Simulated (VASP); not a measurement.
# Hf (P6_3/mmc) in VASP: a series of runs

Runs on Hf. Level: RPBE. Tasks: single point.

All numbers are computed with VASP 6.6.1; they aren't measurements. Logs are shortened: lines on timing, memory, paths and dates and some standing lists are left out, and cuts for length are marked.

### 1 The cell of the first run

The structure is hexagonal, space group P6_3/mmc (No. 194). Conventional cell: a = 3.190 Å, b = 3.190 Å, c = 5.049 Å, α = 90.00°, β = 90.00°, γ = 120.00°. Within 4.1 Å of Hf (site symmetry -6m2) lie 12 Hf at 3.12 to 3.19 Å.

### 2 Single point, RPBE (volume scaled by 0.96)

Input file INCAR:

```
SYSTEM = Hf
PREC = Accurate
ENCUT = 520
EDIFF = 1E-7
ISMEAR = -1
SIGMA = 0.1
LREAL = .FALSE.
LASPH = .TRUE.
NELM = 100
ALGO = Normal
ISIF = 2
LWAVE = .FALSE.
LCHARG = .TRUE.
GGA = RP
LELF = .TRUE.
LVHAR = .TRUE.
NBANDS = 17
```

Input file KPOINTS:

```
regular mesh
0
G
  18 18 10
  0 0 0
```

Input file POSCAR:

```
Hf
1.0
    3.1895566845      0.0000000000      0.0000000000
   -1.5947783423      2.7622371156      0.0000000000
    0.0000000000      0.0000000000      5.0486443578
Hf
2
Direct
    0.3333333333      0.6666666667      0.2500000000
    0.6666666667      0.3333333333      0.7500000000
```

Potentials or basis: VASP PAW PBE potentials, release 64 (Hf_pv).

Started as:

```sh
cat potpaw_PBE.64/Hf_pv/POTCAR > POTCAR
mpirun -np 1 vasp_std > vasp.out
```

OUTCAR:

```text
SYSTEM = Hf
   PREC = Accurate
   ENCUT = 520
   EDIFF = 1E-7
   ISMEAR = -1
   LREAL = .FALSE.
   LASPH = .TRUE.
   NELM = 100
   ISIF = 2
   GGA = RP

 ion  position               nearest neighbor table
   1  0.333  0.667  0.250-   2 3.12   2 3.12   2 3.12   2 3.12   2 3.12   2 3.12
   2  0.667  0.333  0.750-   1 3.12   1 3.12   1 3.12   1 3.12   1 3.12   1 3.12

  LATTYP: Found a hexagonal cell.
 ALAT       =     3.1895566845
 C/A-ratio  =     1.5828671057

  Lattice vectors:

 A1 = (   3.1895566845,   0.0000000000,   0.0000000000)
 A2 = (  -1.5947783423,   2.7622371156,   0.0000000000)
 A3 = (   0.0000000000,   0.0000000000,   5.0486443578)

Analysis of symmetry for initial positions (statically):
=====================================================================
 Subroutine PRICEL returns:
 Original cell was already a primitive cell.

 Routine SETGRP: Setting up the symmetry group for a
 hexagonal supercell.

 Subroutine GETGRP returns: Found 24 space group operations
 (whereof 12 operations were pure point group operations)
 out of a pool of 24 trial point group operations.

The static configuration has the point symmetry D_3d.
 The point group associated with its full space group is D_6h.

Analysis of symmetry for dynamics (positions and initial velocities):
=====================================================================
 Subroutine PRICEL returns:
 Original cell was already a primitive cell.

 Routine SETGRP: Setting up the symmetry group for a
 hexagonal supercell.

 Subroutine GETGRP returns: Found 24 space group operations
 (whereof 12 operations were pure point group operations)
 out of a pool of 24 trial point group operations.

The dynamic configuration has the point symmetry D_3d.
 The point group associated with its full space group is D_6h.

 Subroutine INISYM returns: Found 24 space group operations
 (whereof 12 operations are pure point group operations),
 and found     1 'primitive' translations

----------------------------------------------------------------------------------------

                                     Primitive cell

  volume of cell :      44.4801

  direct lattice vectors                    reciprocal lattice vectors
     3.189556684  0.000000000  0.000000000     0.313523194  0.181012701  0.000000000
    -1.594778342  2.762237116  0.000000000     0.000000000  0.362025401  0.000000000
     0.000000000  0.000000000  5.048644358     0.000000000  0.000000000  0.198072973

  length of vectors
     3.189556684  3.189556685  5.048644358     0.362025401  0.362025401  0.198072973

  position of ions in fractional coordinates (direct lattice)
     0.333333333  0.666666667  0.250000000
     0.666666667  0.333333333  0.750000000

  ion indices of the primitive-cell ions
   primitive index   ion index
                 1           1
                 2           2

----------------------------------------------------------------------------------------

 KPOINTS: regular mesh

Automatic generation of k-mesh.
 Grid dimensions read from file:
 generate k-points for:   18   18   10

 Generating k-lattice:

  Cartesian coordinates                     Fractional coordinates (reciprocal lattice)
     0.017417955  0.010056261  0.000000000     0.055555556  0.000000000  0.000000000
     0.000000000  0.020112522  0.000000000     0.000000000  0.055555556  0.000000000
     0.000000000  0.000000000  0.019807297     0.000000000  0.000000000  0.100000000

  Length of vectors
     0.020112522  0.020112522  0.019807297

  Shift w.r.t. Gamma in fractional coordinates (k-lattice)
     0.000000000  0.000000000  0.000000000

 Subroutine IBZKPT returns following result:
 ===========================================

 Found    222 irreducible k-points:

 Following reciprocal coordinates:
            Coordinates               Weight
  0.000000  0.000000  0.000000      1.000000
  0.055556 -0.000000  0.000000      6.000000
  0.111111 -0.000000  0.000000      6.000000
  0.166667  0.000000  0.000000      6.000000
  0.222222  0.000000  0.000000      6.000000
  0.277778 -0.000000  0.000000      6.000000
[... 16 lines left out ...]
  0.333333  0.111111  0.000000     12.000000
  0.388889  0.111111  0.000000     12.000000
 [... further k-points ...]
   k-points           NKPTS =    222   k-points in BZ     NKDIM =    222   number of bands    NBANDS=     17
   number of dos      NEDOS =    301   number of ions     NIONS =      2
   total plane-waves  NPLWV =  23040
   dimension x,y,z NGX =    24 NGY =   24 NGZ =   40
   dimension x,y,z NGXF=    48 NGYF=   48 NGZF=   80
   ions per type =               2
   NGX,Y,Z   is equivalent  to a cutoff of  12.51, 12.51, 13.17 a.u.
   NGXF,Y,Z  is equivalent  to a cutoff of  25.02, 25.02, 26.34 a.u.
 SYSTEM =  Hf
   PREC   = accura    normal or accurate (medium, high low for compatibility)
   ISTART =      0    job   : 0-new  1-cont  2-samecut
   ICHARG =      2    charge: 1-file 2-atom 10-const
   ISPIN  =      1    spin polarized calculation?
   LNONCOLLINEAR =      F non collinear calculations
   LSORBIT =      F    spin-orbit coupling
   LASPH  =      T    aspherical Exc in radial PAW
   ENCUT  =  520.0 eV  38.22 Ry    6.18 a.u.   5.93  5.93  9.39*2*pi/ulx,y,z
   NELM   =    100;   NELMIN=  2; NELMDL= -5     # of ELM steps
   EDIFF  = 0.1E-06   stopping-criterion for ELM
   LREAL  =      F    real-space projection
   EDIFFG = 0.1E-05   stopping-criterion for IOM
   NSW    =      0    number of steps for IOM
   IBRION =     -1    ionic relax: 0-MD 1-quasi-New 2-CG
   NFREE  =      0    steps in history (QN), initial steepest desc. (CG)
   ISIF   =      2    stress and relaxation
   ISYM   =      2    0-nonsym 1-usesym 2-fastsym
   POTIM  = 0.5000    time-step for ionic-motion
   TEBEG  =    0.0;   TEEND  =   0.0 temperature during run
   PSTRESS=    0.0 pullay stress
   NELECT =      20.0000    total number of electrons
   NUPDOWN=      -1.0000    fix difference up-down
   EMIN   =  10.00;   EMAX   =-10.00  energy-range for DOS
   EFERMI =   0.00;   METHOD = LEGACY
   ISMEAR =    -1;   SIGMA  =   0.10  broadening in eV -4-tet -1-fermi 0-gaus
   EFERMI_NEDOS =   21; number of points for ismear=-14 and -15
   IALGO  =     38    algorithm
   IMIX   =      4    mixing-type and parameters
     AMIX     =   0.40;   BMIX     =  1.00
     AMIX_MAG =   1.60;   BMIX_MAG =  1.00
  volume/ion in A,a.u.               =      22.24       150.08
  Fermi-wavevector in a.u.,A,eV,Ry     =   1.254188  2.370073 21.401811  1.572989
  Thomas-Fermi vector in A             =   2.388005
   LORBIT       =      0    0 simple, 1 ext, 2 COOP (PROOUT), +10 PAW based schemes
   GGA     = RP    functional components
   LHFCALC =     F    Hartree Fock is set to
   AEXX    =    0.0000 exact exchange contribution
   IVDW    =     0    specifies the selected vdW correction
   LEPSILON=     F    determine dielectric tensor
   LRPA    =     F    only Hartree local field effects (RPA)
 non-spin polarized calculation
  energy-cutoff  :      520.00
  volume of cell :       44.48
 maximum number of plane-waves:      1220
 NGX is ok and might be reduce to    24
   NGX = 11   NGY = 11   NGZ = 19

 number of electron      20.0000003 magnetization

 Free energy of the ion-electron system (eV)
  ---------------------------------------------------
  ext. energy  EPLUGINS =         0.00000000
  ---------------------------------------------------
  free energy    TOTEN  =       -19.02027214 eV

  energy without entropy =      -18.96577715  energy(sigma->0) =      -18.99302464

 E-fermi :   5.0513     XC(G=0): -11.2463

 val. band max:        5.0421801809   @ k =   0.0000   0.0000   0.3000
 cond. band min:       5.0561579194   @ k =   0.1667   0.0000   0.0000
 fundamental gap:      0.0139777385
 Fermi energy:         5.0513418689

 k-point     1 :       0.0000    0.0000    0.0000
  band No.  band energies     occupation
      1     -26.0359      2.00000
      2     -25.2858      2.00000
      3     -25.2858      2.00000
      4     -25.1582      2.00000
      5     -25.1570      2.00000
      6     -25.1570      2.00000
[... 9 lines left out ...]
     16       7.7505      0.00000
     17      10.4561      0.00000

 k-point     2 :       0.0556   -0.0000    0.0000
  band No.  band energies     occupation
      1     -26.0277      2.00000
      2     -25.3033      2.00000
      3     -25.2917      2.00000
      4     -25.1754      2.00000
      5     -25.1619      2.00000
      6     -25.1593      2.00000
[... 9 lines left out ...]
     16       7.6569      0.00000
     17      10.5329      0.00000

 k-point     3 :       0.1111   -0.0000    0.0000
  band No.  band energies     occupation
      1     -26.0038      2.00000
      2     -25.3536      2.00000
      3     -25.3084      2.00000
      4     -25.2281      2.00000
      5     -25.1731      2.00000
      6     -25.1662      2.00000
[... 9 lines left out ...]
     16       7.4322      0.00000
     17      10.7228      0.00000

 k-point     4 :       0.1667    0.0000    0.0000
  band No.  band energies     occupation
      1     -25.9656      2.00000
      2     -25.4306      2.00000
      3     -25.3332      2.00000
      4     -25.3068      2.00000
      5     -25.1917      2.00000
      6     -25.1774      2.00000
[... 9 lines left out ...]
     16       7.8385      0.00000
     17      10.9523      0.00000
[... 343 lines left out ...]
      1     -25.7754      2.00000
      2     -25.7098      2.00000
      3     -25.6070      2.00000
      4     -25.4330      2.00000
      5     -25.3012      2.00000
      6     -25.2626      2.00000
[... 9 lines left out ...]
     16      10.3534      0.00000
     17      11.2646      0.00000

 k-point    23 :       0.3333    0.1111    0.0000
  band No.  band energies     occupation
      1     -25.7813      2.00000
      2     -25.7150      2.00000
      3     -25.6549      2.00000
      4     -25.4689      2.00000
      5     -25.3429      2.00000
      6     -25.2788      2.00000
[... 9 lines left out ...]
     16      11.1582      0.00000
     17      11.3196      0.00000

 k-point    24 :       0.3889    0.1111    0.0000
  band No.  band energies     occupation
      1     -25.8277      2.00000
      2     -25.6860      2.00000
      3     -25.6661      2.00000
      4     -25.4919      2.00000
      5     -25.3795      2.00000
      6     -25.2894      2.00000
[... 9 lines left out ...]
     16      11.3493      0.00000
     17      11.8680      0.00000

 [... further k-points ...]
[... 5 lines left out ...]
  --------------------------------------------------------------------------------------
  -------------------------------------------------------------------------------------
  Total        1.0834110      1.0834110      1.0856676     -0.0000000      0.0000000     -0.0000000
  in kB       39.0245373     39.0245373     39.1058196     -0.0000000      0.0000000     -0.0000000
  external PRESSURE =      39.0516314 kB  Pullay stress =       0.0000000 kB

 VOLUME and BASIS-vectors are now :
 -----------------------------------------------------------------------------
  energy-cutoff  :      520.00
  volume of cell :       44.48
      direct lattice vectors                 reciprocal lattice vectors
     3.189556684  0.000000000  0.000000000     0.313523194  0.181012701  0.000000000
    -1.594778342  2.762237116  0.000000000     0.000000000  0.362025401  0.000000000
     0.000000000  0.000000000  5.048644358     0.000000000  0.000000000  0.198072973

 POSITION                                       TOTAL-FORCE (eV/Angst)
 -----------------------------------------------------------------------------------
     -0.00000      1.84149      1.26216        -0.000000     -0.000000      0.000000
      1.59478      0.92075      3.78648         0.000000      0.000000      0.000000
 -----------------------------------------------------------------------------------
    total drift:                               -0.000000      0.000000     -0.000000

  FREE ENERGIE OF THE ION-ELECTRON SYSTEM (eV)
  ---------------------------------------------------
  free  energy   TOTEN  =       -19.0202721369 eV

  energy  without entropy=      -18.9657771481  energy(sigma->0) =      -18.99302464
```

Wall time 83 s (1 thread of Intel Xeon 6975P-C, shared host); peak memory 0.26 GiB.

Results:

- Free energy: -19.0203 eV
- Pressure: 3.9 GPa
- Band gap on the k mesh: zero (band 10 reaches 6.27 eV, above the bottom of band 11 at 4.62 eV)

Caveat: the cell differs from its parent crystal (volume scaled by 0.96); the PAW data sets were made with another functional, which shifts forces and pressure a little; spin-orbit coupling is left out, which moves the levels of the heavy elements.

### 3 Single point, RPBE

This run uses another cell than the first one, of 23.17 Å³/atom, 1.042 times its volume.

Input file INCAR:

```
PREC = Accurate
ENCUT = 520
EDIFF = 1E-6
ISMEAR = -1
SIGMA = 0.1
LREAL = False
LASPH = True
NELM = 80
ALGO = Normal
ISIF = 2
LWAVE = False
LCHARG = True
GGA = RP
LELF = True
LVHAR = True
NBANDS = 17
```

Input file KPOINTS:

```
regular mesh
0
Gamma
  18 18 10
```

Input file POSCAR:

```
Hf
1.0
    3.2332546719      0.0000000000      0.0000000000
   -1.6166273360      2.8000806828      0.0000000000
    0.0000000000      0.0000000000      5.1178124647
Hf
2
Direct
    0.3333333333      0.6666666667      0.2500000000
    0.6666666667      0.3333333333      0.7500000000
```

Potentials or basis: VASP PAW PBE potentials, release 64 (Hf_pv).

Started as:

```sh
cat potpaw_PBE.64/Hf_pv/POTCAR > POTCAR
mpirun -np 1 vasp_std > vasp.out
```

Wall time 68 s (1 thread of Intel Xeon 6975P-C, shared host); peak memory 0.27 GiB.

It converged, with:

- Free energy: -19.0395 eV
- Pressure: -0.5 GPa
- Band gap on the k mesh: zero (band 10 reaches 5.98 eV, above the bottom of band 11 at 4.32 eV)

Stress tensor (GPa, compression positive):
```
-0.48  0.00  0.00
 0.00 -0.48  0.00
 0.00  0.00 -0.60
```

Levels at points of the mesh, in eV from the Fermi level:
| k point | band 7 | band 8 | band 9 | band 10 | band 11 | band 12 | band 13 | band 14 |
| --- | --- | --- | --- | --- | --- | --- | --- | --- |
| (0.00, 0.00, 0.00) | -7.25 | -3.59 | 0.49 | 1.21 | 1.21 | 1.46 | 1.99 | 1.99 |
| (0.50, 0.00, 0.00) | -3.28 | -2.61 | -2.11 | -0.86 | 0.84 | 0.84 | 1.64 | 5.70 |
| (0.00, 0.00, 0.50) | -5.34 | -5.34 | 0.17 | 0.17 | 1.10 | 1.10 | 1.10 | 1.10 |
| (0.50, 0.00, 0.50) | -3.28 | -3.28 | -0.91 | -0.91 | 1.06 | 1.06 | 2.61 | 2.61 |

Caveat: the PAW data sets were made with another functional, which shifts forces and pressure a little; spin-orbit coupling is left out, which moves the levels of the heavy elements.

### 4 Single point, RPBE

This run uses another cell than the first one, of 23.17 Å³/atom, 1.042 times its volume.

Input file INCAR:

```
SYSTEM = Hf
PREC     = Accurate       ! precision mode
ENCUT    = 520            ! plane-wave cutoff, eV
EDIFF    = 1E-6           ! SCF threshold, eV
ISMEAR   = -1             ! smearing method
SIGMA    = 0.1            ! smearing width, eV
LREAL    = .False.        ! projectors in reciprocal space
LASPH    = .True.         ! aspherical terms in the spheres
NELM     = 100            ! most SCF steps
ALGO     = Normal         ! electronic algorithm
ISIF     = 2              ! what is computed and relaxed
LWAVE    = .False.        ! write WAVECAR
LCHARG   = .True.         ! write CHGCAR
GGA      = RP             ! functional
LELF     = .True.         ! ELF
LVHAR    = .True.       
NBANDS   = 17             ! bands
```

Input file KPOINTS:

```
Automatic mesh
0
Gamma
  18 18 10
  0 0 0
```

POSCAR is that of step 3.

Started as:

```sh
cat potpaw_PBE.64/Hf_pv/POTCAR > POTCAR
mpirun -np 1 vasp_std > vasp.out
```

Run time: 69 s. Hardware: 1 thread of Intel Xeon 6975P-C, shared host; peak memory 0.27 GiB.

Results (log left out):

```yaml
Free_energy: -19.0395 eV
Pressure: -0.5 GPa
Band_gap_on_the_k_mesh: zero (band 10 reaches 5.98 eV, above the bottom of band 11 at 4.32 eV)
```

Stress tensor (GPa, compression positive):
```
-0.48  0.00  0.00
 0.00 -0.48  0.00
 0.00  0.00 -0.60
```

Levels at points of the mesh, in eV from the Fermi level:
```
           k point  band 6  band 7  band 8  band 9  band 10  band 11  band 12  band 13  band 14  band 15
(0.00, 0.00, 0.00)  -30.36   -7.25   -3.59    0.49     1.21     1.21     1.46     1.99     1.99     2.61
(0.50, 0.00, 0.00)  -30.44   -3.28   -2.61   -2.11    -0.86     0.84     0.84     1.64     5.70     6.18
(0.00, 0.00, 0.50)  -30.42   -5.34   -5.34    0.17     0.17     1.10     1.10     1.10     1.10     4.66
(0.50, 0.00, 0.50)  -30.54   -3.28   -3.28   -0.91    -0.91     1.06     1.06     2.61     2.61     5.89
```

Caveat: the PAW data sets were made with another functional, which shifts forces and pressure a little; spin-orbit coupling is left out, which moves the levels of the heavy elements.

(Part 1 of 2 ends here.)
